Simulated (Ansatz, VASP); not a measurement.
One calculation of BAs, two programs

Contents of POSCAR:

```
BAs
1.0
    3.3658576842      0.0000000000      0.0000000000
   -1.6829288421      2.9149182600      0.0000000000
    0.0000000000      0.0000000000      8.7445888832
B As
2 2
Direct
    0.3333333333      0.6666666667      0.2500000000
    0.6666666667      0.3333333333      0.7500000000
    0.6666666667      0.3333333333      0.2500000000
    0.3333333333      0.6666666667      0.7500000000
```

File INCAR.step1:

```
PREC = Accurate
ENCUT = 660
ISMEAR = 0
SIGMA = 0.01
LREAL = False
LASPH = True
NELM = 120
NBANDS = 26
GGA = PE
ALGO = Normal
EDIFF = 1E-5
LWAVE = True
LCHARG = False
GGA_COMPAT = False
```

INCAR.step2

```
PREC = Accurate
ENCUT = 660
EDIFF = 1E-6
ISMEAR = 0
SIGMA = 0.01
LREAL = False
LASPH = True
NELM = 120
ALGO = Normal
ISIF = 2
LWAVE = False
LCHARG = False
METAGGA = R2SCAN
LMIXTAU = True
NBANDS = 26
ISTART = 1
GGA_COMPAT = False
```

The input KPOINTS:

```
regular mesh
0
Gamma
  12 12 4
```

Input for Ansatz:

```yaml
crystal:
  lattice:
    - [3.3658576842, 0.0, 0.0]
    - [-1.6829288421, 2.91491826, 0.0]
    - [0.0, 0.0, 8.7445888832]
  atoms:
    - { symbol: B, position: [0.3333333333, 0.6666666667, 0.25] }
    - { symbol: B, position: [0.6666666667, 0.3333333333, 0.75] }
    - { symbol: As, position: [0.6666666667, 0.3333333333, 0.25] }
    - { symbol: As, position: [0.3333333333, 0.6666666667, 0.75] }
kpoints:
  mp_grid: { grid: [12, 12, 4] }
  band_path:
    path:
      - [0.0, 0.0, 0.0]
      - [0.5, 0.0, 0.0]
      - [0.3333333333, 0.3333333333, 0.0]
      - [0.0, 0.0, 0.5]
      - [0.5, 0.0, 0.5]
      - [0.3333333333, 0.3333333333, 0.5]
      - [0.30599, 0.307292, 0.0]
      - [0.3666666667, 0.2666666667, 0.0]
    npoints: 1
hamiltonian:
  xc: r2scan
scf:
  occupations: { method: fixed }
  n_extra_bands: 5
output:
  forces: true
  stress: true
  eigenvalues: true
```

Alike in both runs: task single point; functional r2SCAN; k mesh 12 × 12 × 4; no spin polarisation.

|  | VASP | Ansatz |
| --- | --- | --- |
| version | VASP 6.6.1 | Ansatz 0.2.0 |
| potentials or method | VASP PAW PBE potentials, release 64 (B, As_d) | plane waves, PAW |
| plane-wave cutoff (eV) | 660 | 500 |
| occupations | gaussian, width 0.01 eV | fixed |
| valence electrons in the cell | 36 | 36 |

VASP gave:

* gap on the k mesh at the Fermi level (eV): 0.97
* pressure (GPa): 0.1
* traceless stress, the component that is largest in VASP (GPa): -0.17

Problem. Estimate Ansatz's values.

Solution. gap on the k mesh at the Fermi level (eV): 0.95; pressure (GPa): 0.0; traceless stress, the component that is largest in VASP (GPa): -0.02.

VASP's potentials were made for PBE, not for r2SCAN.
